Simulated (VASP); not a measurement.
MnO: single point with PBE-based screened hybrid with 15 % exact exchange

Crystal: MnO.

```
Mn O
1.0
     2.67239    0.00000    0.00000
     0.00000    2.67239    0.00000
     0.00000    0.00000    2.67239
Mn O
1 1
Direct
  0.00000 0.00000 0.00000
  0.50000 0.50000 0.50000
```

```json
{"Program": "VASP 6.6.1", "Task": "single point", "Functional": "PBE-based screened hybrid with 15 % exact exchange", "Potentials or basis": "VASP PAW PBE potentials, release 64 (Mn_pv, O)", "Cutoff": "520 eV", "k mesh": "5 × 5 × 5", "Occupations": "fermi-dirac, width 0.05 eV", "Spin": "collinear spin, ferromagnetic start", "Starting moments": "[4.0, 0.0] μB"}
```

| Property | Result |
| --- | --- |
| Pressure | 18.9 GPa |
| Band gap on the k mesh | 1.13 eV (least direct gap 1.86 eV) |
| Net moment | 5.00 μB per cell |
| Site moments | Mn +4.54; O +0.25 μB |
| Valence electrons inside the program's atomic spheres | Mn 11.38; O 5.03 |

Levels at points of the mesh, in eV from the valence-band top:
Spin up:
```csv
k point,band 10,band 11,band 12,band 13,band 14,band 15
"(0.00, 0.00, 0.00)",-2.33,-2.33,-2.33,1.30,16.13,16.13
```
Spin down:
```csv
k point,band 5,band 6,band 7,band 8,band 9,band 10
"(0.00, 0.00, 0.00)",-1.92,-1.92,-1.92,1.13,1.13,3.26
```

Run time: 18 min on 1 thread of Intel(R) Xeon(R) Platinum 8259CL CPU @ 2.50GHz (Skylake/Cascade Lake), on a shared host, peak memory 0.24 GiB.

Caveat: the k points lie up to 0.47 Å⁻¹ apart; the PAW data sets were made with another functional, which shifts forces and pressure a little; an odd mesh through Γ misses points on the zone boundary, where band edges can lie; a cell with one magnetic atom can't hold antiferromagnetic order, which such compounds often take.
